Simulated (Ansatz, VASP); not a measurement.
**Two plane-wave programs on HfB4**

```
Hf B
1.0
     2.21221    1.27722    3.17074
    -2.21221    1.27722    3.17074
     0.00000   -2.55443    3.17074
Hf B
1 4
Cartesian
  0.0000 0.0000 0.0000
  0.0000 0.0000 7.1245
  0.0000 0.0000 2.3877
  0.0000 0.0000 5.5421
  0.0000 0.0000 3.9701
```

Alike in both runs: functional PBE; k mesh 12 × 12 × 12; occupations gaussian, width 0.1 eV; no spin polarisation.

Ansatz relaxed the structure, and its values are those at the end. VASP's run is a single point on that final structure, the one shown.

|  | VASP | Ansatz |
| --- | --- | --- |
| version | VASP 6.6.1 | Ansatz 0.2.0 |
| potentials or method | VASP PAW PBE potentials, release 64 (Hf_pv, B), cutoff 520 eV | scalar-relativistic, plane waves, PAW |
| valence electrons in the cell | 22 | 38 |

```csv
,VASP,Ansatz,Ansatz less VASP
gap on the k mesh at the Fermi level (eV),none,none,-
pressure (GPa),-0.2,0.0,+0.24
rms of the force components (eV/Å),0.007,0.000,-0.0070
```

A gap of «none» marks a metal or a gap that the smearing closes. The functional is the same, so the differences come from potentials, cutoffs and numerics. VASP's potentials hold 22 valence electrons a cell and Ansatz's 38, so a difference there can come from the potentials and not from the codes.

Spin-orbit coupling is off throughout.
